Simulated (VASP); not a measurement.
Wanted: the native input for a VASP 6.6.1 run.

```yaml
Task: single point
Functional: PBE
Potentials_or_basis: VASP PAW PBE potentials, release 64 (Sn_d, Te)
Cutoff: 520 eV
k_mesh: 4 × 4 × 4
Occupations: fermi-dirac, width 0.05 eV
Spin: no spin polarisation
Dipole_correction: no
Further_INCAR_settings: ALGO = Normal; EDIFF = 1e-07; NBANDS = 17
```

The structure of SnTe lies in POSCAR:

```
SnTe
1.0
    3.8918236295      0.0000000000      0.0000000000
    0.0000000000      3.8918236295      0.0000000000
    0.0000000000      0.0000000000      3.8918236295
Sn Te
1 1
Direct
    0.0000000000      0.0000000000      0.0000000000
    0.5000000000      0.5000000000      0.5000000000
```

The input as run:

INCAR

```
SYSTEM = SnTe
ALGO     = Normal         ! electronic algorithm
EDIFF    = 1E-7           ! SCF threshold, eV
ENCUT    = 520            ! plane-wave cutoff, eV
GGA      = PE             ! functional
ISIF     = 2              ! what is computed and relaxed
ISMEAR   = -1             ! smearing method
LASPH    = .True.         ! aspherical terms in the spheres
LCHARG   = .True.         ! write CHGCAR
LELF     = .True.         ! ELF
LREAL    = .False.        ! projectors in reciprocal space
LVHAR    = .True.       
LWAVE    = .False.        ! write WAVECAR
NBANDS   = 17             ! bands
NELM     = 60             ! most SCF steps
PREC     = Accurate       ! precision mode
SIGMA    = 0.05           ! smearing width, eV
```

KPOINTS

```
k-points
0
Gamma
  4 4 4
  0 0 0
```

Potentials or basis: VASP PAW PBE potentials, release 64 (Sn_d, Te).

Run with:

```bash
$ cat potpaw_PBE.64/Sn_d/POTCAR potpaw_PBE.64/Te/POTCAR > POTCAR
$ mpirun -np 1 vasp_std > vasp.out
```

It gave:

```
Pressure               : 0.2 GPa
Band gap on the k mesh : zero (band 10 reaches 7.43 eV, above the bottom of band 11 at 5.85 eV)
```

Caveat: the k points lie up to 0.40 Å⁻¹ apart; spin-orbit coupling is left out, which moves the levels of the heavy elements.

Run time: 7.7 s on 1 thread of Intel(R) Xeon(R) Platinum 8488C (Sapphire Rapids) (shared host), peak memory 0.16 GiB.
